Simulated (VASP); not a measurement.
# Hf8HO16 (a cell with a defect) in VASP: a series of runs

The runs below take Hf8HO16 (a cell with a defect) through single point, with PBE.

Program: VASP 6.6.1. These are calculated values, not measurements. Logs are shortened: lines on timing, memory, paths and dates and some standing lists are left out, and cuts for length are marked.

## Step 1: The cell of the first run

The cell holds a defect, 25 atoms: a = 7.192 Å, b = 7.352 Å, c = 7.330 Å, α = 58.66°, β = 60.82°, γ = 60.52°.

## Step 2: Single point, PBE

INCAR

```
SYSTEM = Hf8HO16
PREC     = Accurate       ! precision mode
ENCUT    = 520            ! plane-wave cutoff, eV
EDIFF    = 1E-6           ! SCF threshold, eV
ISMEAR   = -1             ! smearing method
SIGMA    = 0.01           ! smearing width, eV
LREAL    = .False.        ! projectors in reciprocal space
LASPH    = .True.         ! aspherical terms in the spheres
NELM     = 120            ! most SCF steps
ALGO     = Normal         ! electronic algorithm
ISIF     = 2              ! what is computed and relaxed
LWAVE    = .False.        ! write WAVECAR
LCHARG   = .False.        ! write CHGCAR
GGA      = PE             ! functional
NELECT   = 178.0        
NBANDS   = 106            ! bands
GGA_COMPAT= .False.
```

KPOINTS

```
regular mesh
0
Gamma
  1 1 1
  0 0 0
```

POSCAR

```
Hf8HO16
1.0
    0.0000000000      5.0697034800      5.1017273300
    5.2943205200      0.0000000000      5.1017273300
    5.2943205200      5.0697034800      0.0000000000
Hf O H
8 16 1
Direct
    0.2588233025      0.0312821665      0.0119162003
    0.7696267062      0.5113331683      0.4924715655
    0.2455027489      0.4948794306      0.9967712864
    0.8007190900      0.9697112791      0.4814373567
    0.2656696683      0.0312658404      0.4858494324
    0.7144329995      0.5362204728      0.0008388136
    0.2820007844      0.4933711130      0.4671442129
    0.7957880695      1.0214237101      0.9360645003
    0.0037843562      0.3248696254      0.0854638615
    0.5590928817      0.8083088920      0.5422508206
    0.3603603554      0.3763656115      0.7462077155
    0.9196352255      0.9680716974      0.1609319164
    0.1224111747      0.3933098409      0.3508015111
    0.6325577298      0.8848579413      0.8581876422
    0.3510015120      0.6633125949      0.0807556921
    0.8497314284      0.1654043609      0.5840281650
    0.1604087794      0.8797945982      0.3758590735
    0.6590944681      0.3779350824      0.8671072181
    0.4354020885      0.1000775291      0.1328214794
    0.9257718456      0.6117225151      0.6308679127
    0.1697868198      0.1420861787      0.7387020135
    0.5824185297      0.5795769312      0.3153643521
    0.1105769606      0.7960524417      0.7898849733
    0.5363526165      0.2295373943      0.3718693373
    0.8850714898      0.6772144743      0.1351568175
```

Potentials or basis: VASP PAW PBE potentials, release 64 (Hf_pv, O, H).

The run is started by

```bash
$ cat potpaw_PBE.64/Hf_pv/POTCAR potpaw_PBE.64/O/POTCAR potpaw_PBE.64/H/POTCAR > POTCAR
$ mpirun -np 1 vasp_gam > vasp.out
```

OUTCAR:

```text
SYSTEM = Hf8HO16
   PREC = Accurate
   ENCUT = 520
   EDIFF = 1E-6
   ISMEAR = -1
   LREAL = .False.
   LASPH = .True.
   NELM = 120
   ISIF = 2
   GGA = PE
   NELECT = 178.0

 ion  position               nearest neighbor table
   1  0.259  0.031  0.012-  21 2.03   9 2.16  17 2.17  19 2.20  14 2.26  15 2.27  12 2.31  11 2.46
                             3 3.31   4 3.42   5 3.50   6 3.51   8 3.59   7 3.60   7 3.65   8 3.67
   2  0.770  0.511  0.492-  22 2.03  10 2.06  16 2.10  13 2.11  25 2.14  18 2.23  20 2.35   8 3.37
                             4 3.44   7 3.54   5 3.58   3 3.59   6 3.64   7 3.67   6 3.72   5 3.75
   3  0.246  0.495  0.997-  23 1.99  11 2.07  13 2.11  15 2.16  25 2.23   9 2.28  19 2.39  18 2.46
                             1 3.31   5 3.44   6 3.55   7 3.58   2 3.59   8 3.60   6 3.67   7 3.77
   4  0.801  0.970  0.481-  24 2.06  12 2.08  20 2.14  17 2.15  16 2.15  14 2.27  10 2.31   1 3.42
                             2 3.44   6 3.47   7 3.51   8 3.53   5 3.61   5 3.63   6 3.80   7 3.82
   5  0.266  0.031  0.486-  10 2.01  21 2.08  19 2.15  23 2.16  13 2.16  17 2.20  16 2.48  24 2.56
                             8 3.38   7 3.39   3 3.44   1 3.50   2 3.58   4 3.61   4 3.63   2 3.75
   6  0.714  0.536  0.001-   9 2.05  14 2.08  18 2.12  22 2.16  15 2.17  20 2.28  24 2.68   7 3.31
                             4 3.47   1 3.51   3 3.55   2 3.64   8 3.65   3 3.67   2 3.72   8 3.78
   7  0.282  0.493  0.467-  11 2.01  24 2.07  22 2.14  20 2.16  13 2.24  15 2.32  17 2.33  21 2.53
                             6 3.31   5 3.39   4 3.51   2 3.54   3 3.58   1 3.60   1 3.65   2 3.67
   8  0.796  0.021  0.936-  12 2.02  25 2.10  16 2.13  18 2.16  23 2.19  19 2.21  14 2.26  21 2.71
                             2 3.37   5 3.38   4 3.53   1 3.59   3 3.60   6 3.65   1 3.67   3 3.78
   9  0.004  0.325  0.085-   6 2.05   1 2.16   3 2.28
  10  0.559  0.808  0.542-   5 2.01   2 2.06   4 2.31
  11  0.360  0.376  0.746-   7 2.01   3 2.07   1 2.46
  12  0.920  0.968  0.161-   8 2.02   4 2.08   1 2.31
  13  0.122  0.393  0.351-   2 2.11   3 2.11   5 2.16   7 2.24
  14  0.633  0.885  0.858-   6 2.08   1 2.26   8 2.26   4 2.27
  15  0.351  0.663  0.081-   3 2.16   6 2.17   1 2.27   7 2.32
  16  0.850  0.165  0.584-   2 2.10   8 2.13   4 2.15   5 2.48
  17  0.160  0.880  0.376-   4 2.15   1 2.17   5 2.20   7 2.33
  18  0.659  0.378  0.867-   6 2.12   8 2.16   2 2.23   3 2.46
  19  0.435  0.100  0.133-   5 2.15   1 2.20   8 2.21   3 2.39
  20  0.926  0.612  0.631-   4 2.14   7 2.16   6 2.28   2 2.35
  21  0.170  0.142  0.739-   1 2.03   5 2.08   7 2.53   8 2.71
  22  0.582  0.580  0.315-   2 2.03   7 2.14   6 2.16
  23  0.111  0.796  0.790-   3 1.99   5 2.16   8 2.19
  24  0.536  0.230  0.372-   4 2.06   7 2.07   5 2.56   6 2.68
  25  0.885  0.677  0.135-   8 2.10   2 2.14   3 2.23

  LATTYP: Found a face centered orthorhombic cell.
 ALAT       =    10.1394069600
 B/A-ratio  =     1.0063167107
 C/A-ratio  =     1.0443057549

  Lattice vectors:

 A1 = (  -5.2943205200,   0.0000000000,  -5.1017273300)
 A2 = (  -5.2943205200,   5.0697034800,   0.0000000000)
 A3 = (   0.0000000000,   5.0697034800,  -5.1017273300)

Analysis of symmetry for initial positions (statically):
=====================================================================
 Subroutine PRICEL returns:
 Original cell was already a primitive cell.

 Routine SETGRP: Setting up the symmetry group for a
 face centered orthorhombic supercell.

 Subroutine GETGRP returns: Found  1 space group operations
 (whereof  1 operations were pure point group operations)
 out of a pool of  8 trial point group operations.

The static configuration has the point symmetry C_1 .

Analysis of symmetry for dynamics (positions and initial velocities):
=====================================================================
 Subroutine PRICEL returns:
 Original cell was already a primitive cell.

 Routine SETGRP: Setting up the symmetry group for a
 face centered orthorhombic supercell.

 Subroutine GETGRP returns: Found  1 space group operations
 (whereof  1 operations were pure point group operations)
 out of a pool of  8 trial point group operations.

The dynamic configuration has the point symmetry C_1 .

 Subroutine INISYM returns: Found  1 space group operations
 (whereof  1 operations are pure point group operations),
 and found     1 'primitive' translations

----------------------------------------------------------------------------------------

                                     Primitive cell

  volume of cell :     273.8672

  direct lattice vectors                    reciprocal lattice vectors
     0.000000000  5.069703480  5.101727330    -0.094440825  0.098625097  0.098006022
     5.294320520  0.000000000  5.101727330     0.094440825 -0.098625097  0.098006022
     5.294320520  5.069703480  0.000000000     0.094440825  0.098625097 -0.098006022

  length of vectors
     7.192323347  7.352377270  7.330192572     0.168080813  0.168080813  0.168080813

  position of ions in fractional coordinates (direct lattice)
     0.258823302  0.031282166  0.011916200
     0.769626706  0.511333168  0.492471565
     0.245502749  0.494879431  0.996771286
     0.800719090  0.969711279  0.481437357
     0.265669668  0.031265840  0.485849432
     0.714432999  0.536220473  0.000838814
[... 17 lines left out ...]
     0.536352616  0.229537394  0.371869337
     0.885071490  0.677214474  0.135156817

  ion indices of the primitive-cell ions
   primitive index   ion index
                 1           1
                 2           2
                 3           3
                 4           4
                 5           5
                 6           6
[... 17 lines left out ...]
                24          24
                25          25

----------------------------------------------------------------------------------------

 KPOINTS: regular mesh

Automatic generation of k-mesh.
 Grid dimensions read from file:
 generate k-points for:    1    1    1

 Generating k-lattice:

  Cartesian coordinates                     Fractional coordinates (reciprocal lattice)
    -0.094440825  0.098625097  0.098006022     1.000000000 -0.000000000  0.000000000
     0.094440825 -0.098625097  0.098006022    -0.000000000  1.000000000  0.000000000
     0.094440825  0.098625097 -0.098006022     0.000000000  0.000000000  1.000000000

  Length of vectors
     0.168080813  0.168080813  0.168080813

  Shift w.r.t. Gamma in fractional coordinates (k-lattice)
     0.000000000  0.000000000  0.000000000

 Subroutine IBZKPT returns following result:
 ===========================================

 Found      1 irreducible k-points:

 Following reciprocal coordinates:
            Coordinates               Weight
  0.000000  0.000000  0.000000      1.000000
   k-points           NKPTS =      1   k-points in BZ     NKDIM =      1   number of bands    NBANDS=    106
   number of dos      NEDOS =    301   number of ions     NIONS =     25
   total plane-waves  NPLWV = 169344
   dimension x,y,z NGX =    54 NGY =   56 NGZ =   56
   dimension x,y,z NGXF=   108 NGYF=  112 NGZF=  112
   ions per type =               8  16   1
   NGX,Y,Z   is equivalent  to a cutoff of  12.48, 12.66, 12.70 a.u.
   NGXF,Y,Z  is equivalent  to a cutoff of  24.96, 25.32, 25.40 a.u.
 SYSTEM =  Hf8HO16
   PREC   = accura    normal or accurate (medium, high low for compatibility)
   ISTART =      0    job   : 0-new  1-cont  2-samecut
   ICHARG =      2    charge: 1-file 2-atom 10-const
   ISPIN  =      1    spin polarized calculation?
   LNONCOLLINEAR =      F non collinear calculations
   LSORBIT =      F    spin-orbit coupling
   LASPH  =      T    aspherical Exc in radial PAW
   ENCUT  =  520.0 eV  38.22 Ry    6.18 a.u.  13.37 13.67 13.63*2*pi/ulx,y,z
   NELM   =    120;   NELMIN=  2; NELMDL= -5     # of ELM steps
   EDIFF  = 0.1E-05   stopping-criterion for ELM
   LREAL  =      F    real-space projection
   EDIFFG = 0.1E-04   stopping-criterion for IOM
   NSW    =      0    number of steps for IOM
   IBRION =     -1    ionic relax: 0-MD 1-quasi-New 2-CG
   NFREE  =      0    steps in history (QN), initial steepest desc. (CG)
   ISIF   =      2    stress and relaxation
   ISYM   =      2    0-nonsym 1-usesym 2-fastsym
   POTIM  = 0.5000    time-step for ionic-motion
   TEBEG  =    0.0;   TEEND  =   0.0 temperature during run
   PSTRESS=    0.0 pullay stress
   NELECT =     178.0000    total number of electrons
   NUPDOWN=      -1.0000    fix difference up-down
   EMIN   =  10.00;   EMAX   =-10.00  energy-range for DOS
   EFERMI =   0.00;   METHOD = LEGACY
   ISMEAR =    -1;   SIGMA  =   0.01  broadening in eV -4-tet -1-fermi 0-gaus
   EFERMI_NEDOS =   21; number of points for ismear=-14 and -15
   IALGO  =     38    algorithm
   IMIX   =      4    mixing-type and parameters
     AMIX     =   0.40;   BMIX     =  1.00
     AMIX_MAG =   1.60;   BMIX_MAG =  1.00
  volume/ion in A,a.u.               =      10.95        73.93
  Fermi-wavevector in a.u.,A,eV,Ry     =   1.418082  2.679787 27.360743  2.010958
  Thomas-Fermi vector in A             =   2.539245
   LORBIT       =      0    0 simple, 1 ext, 2 COOP (PROOUT), +10 PAW based schemes
   GGA     = PE    functional components
   LHFCALC =     F    Hartree Fock is set to
   AEXX    =    0.0000 exact exchange contribution
   IVDW    =     0    specifies the selected vdW correction
   LEPSILON=     F    determine dielectric tensor
   LRPA    =     F    only Hartree local field effects (RPA)
 non-spin polarized calculation
  energy-cutoff  :      520.00
  volume of cell :      273.87
 maximum number of plane-waves:      3694
 NGX is ok and might be reduce to    54
   NGX = 27   NGY = 27   NGZ = 27

 number of electron     178.0000003 magnetization

 Free energy of the ion-electron system (eV)
  ---------------------------------------------------
  ext. energy  EPLUGINS =         0.00000000
  ---------------------------------------------------
  free energy    TOTEN  =      -238.66174377 eV

  energy without entropy =     -238.66174377  energy(sigma->0) =     -238.66174377

 E-fermi :   3.8941     XC(G=0): -11.7127

 val. band max:        3.5566810420   @ k =   0.0000   0.0000   0.0000
 cond. band min:       7.9787987699   @ k =   0.0000   0.0000   0.0000
 fundamental gap:      4.4221177279
 Fermi energy:         3.8940791926

 k-point     1 :       0.0000    0.0000    0.0000
  band No.  band energies     occupation
      1     -26.4593      2.00000
      2     -26.4310      2.00000
      3     -26.4117      2.00000
      4     -26.3834      2.00000
      5     -26.3491      2.00000
      6     -26.3453      2.00000
[... 93 lines left out ...]
    100       9.0890      0.00000
    101       9.1951      0.00000
 [bands above 101 left out]

------------------------ aborting loop because EDIFF is reached ----------------------------------------

  FORCE on cell =-STRESS in cart. coord.  units (eV):
  Direction    XX          YY          ZZ          XY          YZ          ZX
  --------------------------------------------------------------------------------------
  -------------------------------------------------------------------------------------
  Total       -1.6765753     -0.3700521      9.4491397      0.7075899     -4.4510457      1.4730151
  in kB       -9.8082970     -2.1648778     55.2793366      4.1395407    -26.0394981      8.6174300
  external PRESSURE =      14.4353873 kB  Pullay stress =       0.0000000 kB

 VOLUME and BASIS-vectors are now :
 -----------------------------------------------------------------------------
  energy-cutoff  :      520.00
  volume of cell :      273.87
      direct lattice vectors                 reciprocal lattice vectors
     0.000000000  5.069703480  5.101727330    -0.094440825  0.098625097  0.098006022
     5.294320520  0.000000000  5.101727330     0.094440825 -0.098625097  0.098006022
     5.294320520  5.069703480  0.000000000     0.094440825  0.098625097 -0.098006022

 POSITION                                       TOTAL-FORCE (eV/Angst)
 -----------------------------------------------------------------------------------
      0.22871      1.37257      1.48004         0.069913     -0.021050     -0.016947
      5.31446      6.39846      6.53511         0.011088      0.023725     -0.031682
      7.89728      6.29796      3.77723        -0.001927     -0.024125     -0.024244
      7.68285      6.50015      9.03225        -0.072020      0.000890      0.001924
      2.73777      3.80998      1.51488         0.034263      0.027236     -0.001950
      2.84336      3.62622      6.38049         0.053432     -0.049348     -0.033996
[... 17 lines left out ...]
      3.18404      4.60442      3.90736         0.060688      0.058084     -0.020771
      4.30095      5.17225      7.97036         0.041734     -0.012862      0.078979
 -----------------------------------------------------------------------------------
    total drift:                                0.000068      0.000169      0.000213

  FREE ENERGIE OF THE ION-ELECTRON SYSTEM (eV)
  ---------------------------------------------------
  free  energy   TOTEN  =      -238.6617437720 eV

  energy  without entropy=     -238.6617437720  energy(sigma->0) =     -238.66174377
```

Wall time 1.7 min (1 thread of AMD EPYC 7R43 (Zen 3), shared host); peak memory 0.36 GiB.

Results:

* Free energy: -238.6617 eV
* Largest force: 0.104 eV/Å

Forces in eV/Å, atoms in the order of the input:
```
Hf   0.070 -0.021 -0.017
Hf   0.011  0.024 -0.032
Hf  -0.002 -0.024 -0.024
Hf  -0.072  0.001  0.002
Hf   0.034  0.027 -0.002
Hf   0.053 -0.049 -0.034
Hf  -0.071  0.050  0.010
Hf  -0.018 -0.038  0.069
O   -0.015 -0.054  0.018
O   -0.057 -0.043  0.010
O    0.057 -0.068 -0.053
O    0.037 -0.040  0.017
O   -0.022  0.002 -0.014
O   -0.026  0.050 -0.029
O   -0.036  0.049  0.003
O    0.037  0.019 -0.024
O    0.015 -0.057  0.007
O   -0.023  0.023  0.020
O    0.007 -0.025 -0.046
O   -0.005 -0.041  0.036
O   -0.052  0.064  0.025
O   -0.059  0.054 -0.054
O    0.034  0.053  0.053
O    0.061  0.058 -0.021
H    0.042 -0.013  0.079
```

Caveat: the k points lie up to 1.06 Å⁻¹ apart; the cell carries a net charge on a neutralising background, which shifts energy and pressure; the cell is charged against a uniform background, so pressure and absolute levels hang on convention; spin-orbit coupling is left out, which moves the levels of the heavy elements.

(Continued in part 2 of 2.)
